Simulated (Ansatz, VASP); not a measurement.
One calculation of TiAl3, two programs

```xyz
4
Lattice="-2.0972 2.0972 4.2418 2.0972 -2.0972 4.2418 2.0972 2.0972 -4.2418" Properties=species:S:1:pos:R:3 pbc="T T T"
Ti    0.0000    0.0000    0.0000
Al    0.0000    0.0000    4.2418
Al    0.0000    2.0972    2.1209
Al    2.0972    0.0000    2.1209
```

Change from the starting cell: normal strain along x +0.1100, normal strain along y +0.1100.

Alike in both runs: task single point; functional LDA; k mesh 14 × 14 × 14; occupations gaussian, width 0.15 eV; no spin polarisation.

```csv
,VASP,Ansatz
version,VASP 6.6.1,Ansatz 0.2.0
potentials or method,"VASP PAW LDA potentials, release 64 (Ti_sv, Al), cutoff 520 eV","scalar-relativistic, plane waves, PAW"
valence electrons in the cell,21,21
```

|  | VASP | Ansatz | Ansatz less VASP |
| --- | --- | --- | --- |
| gap on the k mesh at the Fermi level (eV) | none | none | - |
| pressure (GPa) | -15.3 | -15.4 | -0.08 |
| traceless stress, the component that is largest in VASP (GPa) | 7.63 | 7.61 | -0.022 |

Ansatz warns that its potentials were made for another functional, while VASP's fit it. LDA's correlation is that of Perdew and Zunger in VASP and of Perdew and Wang (1992) in Ansatz. A gap of «none» marks a metal or a gap that the smearing closes.
